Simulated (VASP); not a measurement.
# Al2O3 (R-3c) in VASP: vibrations by perturbation theory with PBEsol

Aim: the vibrations by perturbation theory of Al2O3 with PBEsol.

All numbers are computed with VASP 6.6.1; they aren't measurements. Logs are shortened: lines on timing, memory, paths and dates and some standing lists are left out, and cuts for length are marked.

## 1. The cell of the first run

It takes space group R-3c (No. 167, trigonal). The conventional cell has a = 4.774 Å, b = 4.774 Å, c = 13.015 Å, α = 90.00°, β = 90.00°, γ = 120.00°. Within 2.5 Å of Al (site symmetry 3) lie 6 O at 1.86 to 1.97 Å. O (site symmetry 2) has 4 Al at 1.86 to 1.97 Å and 12 O at 2.53 to 2.88 Å within 2.9 Å.

## 2. Vibrations by perturbation theory, PBEsol

File INCAR:

```
  PREC = Accurate
  ENCUT = 520
  EDIFF = 1E-8
  ISMEAR = 0
  SIGMA = 0.01
  LREAL = False
  LASPH = True
  NELM = 60
  ALGO = Normal
  ISIF = 2
  LWAVE = False
  LCHARG = False
  GGA = PS
  IBRION = 8
  NSW = 1
  LEPSILON = True
  KPAR = 4
```

File KPOINTS:

```
regular mesh
0
Gamma
  6 6 6
```

File POSCAR:

```
Al2O3
1.0
    2.3868965438      1.3780753620      4.3382043766
   -2.3868965438      1.3780753620      4.3382043766
    0.0000000000     -2.7561507242      4.3382043765
Al O
4 6
Direct
    0.3520791291      0.3520791291      0.3520791291
    0.1479208709      0.1479208709      0.1479208709
    0.6479208709      0.6479208709      0.6479208709
    0.8520791291      0.8520791291      0.8520791291
    0.5558606405      0.9441393595      0.2500000000
    0.2500000000      0.5558606405      0.9441393595
    0.9441393595      0.2500000000      0.5558606405
    0.4441393595      0.0558606405      0.7500000000
    0.7500000000      0.4441393595      0.0558606405
    0.0558606405      0.7500000000      0.4441393595
```

Potentials or basis: VASP PAW PBE potentials, release 64 (Al, O).

On the command line:

```
> cat potpaw_PBE.64/Al/POTCAR potpaw_PBE.64/O/POTCAR > POTCAR
> mpirun -np 4 vasp_std > vasp.out
```

OUTCAR:

```text
PREC = Accurate
   ENCUT = 520
   EDIFF = 1E-8
   ISMEAR = 0
   LREAL = False
   LASPH = True
   NELM = 60
   ISIF = 2
   GGA = PS
   IBRION = 8
   NSW = 1
   LEPSILON = True

 ion  position               nearest neighbor table
   1  0.352  0.352  0.352-   8 1.86   9 1.86  10 1.86   6 1.97   7 1.97   5 1.97   2 2.66   3 2.80
                             3 2.80   3 2.80   2 3.23   2 3.23   2 3.23
   2  0.148  0.148  0.148-   8 1.86  10 1.86   9 1.86   7 1.97   6 1.97   5 1.97   1 2.66   4 2.80
                             4 2.80   4 2.80   1 3.23   1 3.23   1 3.23
   3  0.648  0.648  0.648-   5 1.86   6 1.86   7 1.86   9 1.97  10 1.97   8 1.97   4 2.66   1 2.80
                             1 2.80   1 2.80   4 3.23   4 3.23   4 3.23
   4  0.852  0.852  0.852-   5 1.86   7 1.86   6 1.86  10 1.97   9 1.97   8 1.97   3 2.66   2 2.80
                             2 2.80   2 2.80   3 3.23   3 3.23   3 3.23
   5  0.556  0.944  0.250-   3 1.86   4 1.86   1 1.97   2 1.97
   6  0.250  0.556  0.944-   3 1.86   4 1.86   1 1.97   2 1.97
   7  0.944  0.250  0.556-   4 1.86   3 1.86   2 1.97   1 1.97
   8  0.444  0.056  0.750-   1 1.86   2 1.86   3 1.97   4 1.97
   9  0.750  0.444  0.056-   1 1.86   2 1.86   3 1.97   4 1.97
  10  0.056  0.750  0.444-   2 1.86   1 1.86   4 1.97   3 1.97

  LATTYP: Found a trigonal (rhomboedric) cell.
 ALAT       =     5.1396871527
[... 1197 lines left out ...]
  7Y    -0.332560    1.435227    0.090095    0.122377    0.945270   -0.002058    0.227112    1.310223   -0.275514   -0.956090    4.159063    1.913308    1.316144    2.844048   -0.188789    0.092127    5.276011    0.329701    0.254546  -17.736700   -2.838580    0.275113    0.490360    1.128076    0.012101    0.988768   -1.923121   -1.010870    0.287729    1.766883
  7Z    -0.051127    0.096927    1.034776   -0.109505   -0.004186    1.034776   -2.255412   -0.067152    2.056580   -1.069551    1.986821    2.056580   -0.298241   -0.141912   -0.491252   -0.026221    0.329240   -0.491252    4.915532   -2.837984  -15.255962    1.762180    0.795044    2.820742    0.192562   -1.923614    2.820742   -3.060217    1.766817    4.414271
  8X     2.524206   -1.413990    1.263717    2.524206    1.413990   -1.263717    1.129574    0.368907   -0.053205    1.129574   -0.368907    0.053205   -0.295897    0.000000    0.000000    0.822475   -0.275384   -1.761609    0.822475    0.275384    1.761609  -17.589738    0.000000    0.000000    4.466562   -1.314056    0.299350    4.466562    1.314056   -0.299350
  8Y    -1.875567    3.365957   -1.637794    1.875567    3.365957   -1.637794    0.196846    1.372272   -0.088037   -0.196846    1.372272   -0.088037   -0.000000    2.038607   -3.533766   -0.300128    0.490830    0.795045    0.300128    0.490830    0.795045    0.000000  -18.177587    5.677161   -1.494133    2.840432   -0.140912    1.494133    2.840432   -0.140912
  8Z     1.185862   -1.919668    2.056580   -1.185862   -1.919668    2.056580   -0.058377   -0.092741    1.034776    0.058377   -0.092741    1.034776    0.000000   -3.533634    4.414271   -1.569618    1.128571    2.820742    1.569618    1.128571    2.820742    0.000000    5.675968  -15.255962    0.272020   -0.187329   -0.491252   -0.272020   -0.187329   -0.491252
  9X     1.731099    1.417666    0.786513    4.579939   -0.688688    2.050229    1.556576    0.049683    0.102845    1.066619    0.160499    0.049640    0.822945   -0.299856   -1.569334    1.454981    1.010870    3.060331    0.324537    0.012643    0.192276    4.462946   -1.496221    0.271708  -18.030625   -0.254546   -4.916566    2.030983    0.087951   -0.027642
  9Y     0.956090    4.159063    1.913308   -0.227112    1.310223   -0.275514   -0.122377    0.945270   -0.002058    0.332560    1.435227    0.090095   -0.275113    0.490360    1.128076    1.010870    0.287729    1.766883   -0.012101    0.988768   -1.923121   -1.316144    2.844048   -0.188789   -0.254546  -17.736700   -2.838580   -0.092127    5.276011    0.329701
  9Z     1.069551    1.986821    2.056580    2.255412   -0.067152    2.056580    0.109505   -0.004186    1.034776    0.051127    0.096927    1.034776   -1.762180    0.795044    2.820742    3.060217    1.766817    4.414271   -0.192562   -1.923614    2.820742    0.298241   -0.141912   -0.491252   -4.915532   -2.837984  -15.255962    0.026221    0.329240   -0.491252
 10X     4.579939    0.688688   -2.050229    1.731099   -1.417666   -0.786513    1.066619   -0.160499   -0.049640    1.556576   -0.049683   -0.102845    0.822945    0.299856    1.569334    0.324537   -0.012643   -0.192276    1.454981   -1.010870   -3.060331    4.462946    1.496221   -0.271708    2.030983   -0.087951    0.027642  -18.030625    0.254546    4.916566
 10Y     0.227112    1.310223   -0.275514   -0.956090    4.159063    1.913308   -0.332560    1.435227    0.090095    0.122377    0.945270   -0.002058    0.275113    0.490360    1.128076    0.012101    0.988768   -1.923121   -1.010870    0.287729    1.766883    1.316144    2.844048   -0.188789    0.092127    5.276011    0.329701    0.254546  -17.736700   -2.838580
 10Z    -2.255412   -0.067152    2.056580   -1.069551    1.986821    2.056580   -0.051127    0.096927    1.034776   -0.109505   -0.004186    1.034776    1.762180    0.795044    2.820742    0.192562   -1.923614    2.820742   -3.060217    1.766817    4.414271   -0.298241   -0.141912   -0.491252   -0.026221    0.329240   -0.491252    4.915532   -2.837984  -15.255962

 Eigenvectors and eigenvalues of the dynamical matrix
   1 f  =   22.021609 THz   138.365849 2PiTHz  734.561800 cm-1    91.074015 meV
   2 f  =   22.021609 THz   138.365849 2PiTHz  734.561800 cm-1    91.074015 meV
   3 f  =   22.002419 THz   138.245276 2PiTHz  733.921701 cm-1    90.994653 meV
   4 f  =   20.264685 THz   127.326770 2PiTHz  675.957124 cm-1    83.807964 meV
   5 f  =   18.830305 THz   118.314299 2PiTHz  628.111380 cm-1    77.875851 meV
   6 f  =   18.531768 THz   116.438532 2PiTHz  618.153238 cm-1    76.641199 meV
[... 19 lines left out ...]
  26 f  =   10.946237 THz    68.777237 2PiTHz  365.127174 cm-1    45.269980 meV
  27 f  =    9.002150 THz    56.562179 2PiTHz  300.279415 cm-1    37.229886 meV
  28 f/i=    0.005129 THz     0.032229 2PiTHz    0.171097 cm-1     0.021213 meV
  29 f/i=    0.005129 THz     0.032229 2PiTHz    0.171097 cm-1     0.021213 meV
  30 f/i=    0.005522 THz     0.034694 2PiTHz    0.184185 cm-1     0.022836 meV

 MACROSCOPIC STATIC DIELECTRIC TENSOR IONIC CONTRIBUTION
 ------------------------------------------------------
           6.229157    -0.000000    -0.000000
          -0.000000     6.229157     0.000000
          -0.000000     0.000000     8.309224
 ------------------------------------------------------

 ELASTIC MODULI CONTR FROM IONIC RELAXATION (kBar)
 Direction    XX          YY          ZZ          XY          YZ          ZX
 --------------------------------------------------------------------------------
 XX        -371.4575    163.4301    139.4293      0.0000    115.8018     -0.0000
 YY         163.4301   -371.4575    139.4293     -0.0000   -115.8018      0.0000
 ZZ         139.4293    139.4293   -211.4255      0.0000     -0.0000     -0.0000
 XY           0.0000     -0.0000      0.0000   -267.4551      0.0000    114.8418
 YZ         115.8018   -115.8018     -0.0000      0.0000   -142.1810     -0.0000
 ZX          -0.0000      0.0000      0.0000    114.8418     -0.0000   -140.8517
 --------------------------------------------------------------------------------

 PIEZOELECTRIC TENSOR IONIC CONTR  for field in x, y, z        (C/m^2)
          XX          YY          ZZ          XY          YZ          ZX
  --------------------------------------------------------------------------------
  x     0.00000    -0.00000    -0.00000     0.00000    -0.00000    -0.00000
  y     0.00000    -0.00000    -0.00000    -0.00000     0.00000    -0.00000
  z     0.00000    -0.00000     0.00000     0.00000     0.00000    -0.00000
```

Run time: 35 min. Hardware: 4 MPI ranks of Oxide Virtual Turin-like, shared host; peak memory 0.74 GiB.

Results:

* Electronic dielectric tensor (diagonal): 3.28, 3.28, 3.24
* Born charges (mean of the diagonal): Al +2.95; O -1.97 e
* Highest phonon frequency at Γ, LO-TO splitting left out: 735 cm⁻¹

Phonon frequencies in cm⁻¹ (negative: imaginary):
| q point | frequencies |
| --- | --- |
| (0.000, 0.000, 0.000) | 0 0 0 300 365 365 378 378 385 408 423 423 428 428 436 436 516 561 561 564 564 573 589 618 618 628 676 734 735 735 |

Electronic dielectric tensor:
```
3.28 0.00 0.00
0.00 3.28 0.00
0.00 0.00 3.24
```

Born effective charge tensors (e):
atom 1, Al
```
 2.96 -0.03  0.00
 0.03  2.96  0.00
 0.00  0.00  2.93
```
atom 2, Al
```
 2.96  0.03  0.00
-0.03  2.96  0.00
 0.00  0.00  2.93
```
atom 3, Al
```
 2.96 -0.03  0.00
 0.03  2.96  0.00
 0.00  0.00  2.93
```
atom 4, Al
```
 2.96  0.03  0.00
-0.03  2.96  0.00
 0.00  0.00  2.93
```
atom 5, O
```
-2.07  0.00  0.00
 0.00 -1.87  0.26
 0.00  0.35 -1.95
```
atom 6, O
```
-1.92  0.09 -0.22
 0.09 -2.02 -0.13
-0.30 -0.18 -1.95
```
atom 7, O
```
-1.92 -0.09  0.22
-0.09 -2.02 -0.13
 0.30 -0.18 -1.95
```
atom 8, O
```
-2.07  0.00  0.00
 0.00 -1.87  0.26
 0.00  0.35 -1.95
```
atom 9, O
```
-1.92  0.09 -0.22
 0.09 -2.02 -0.13
-0.30 -0.18 -1.95
```
atom 10, O
```
-1.92 -0.09  0.22
-0.09 -2.02 -0.13
 0.30 -0.18 -1.95
```
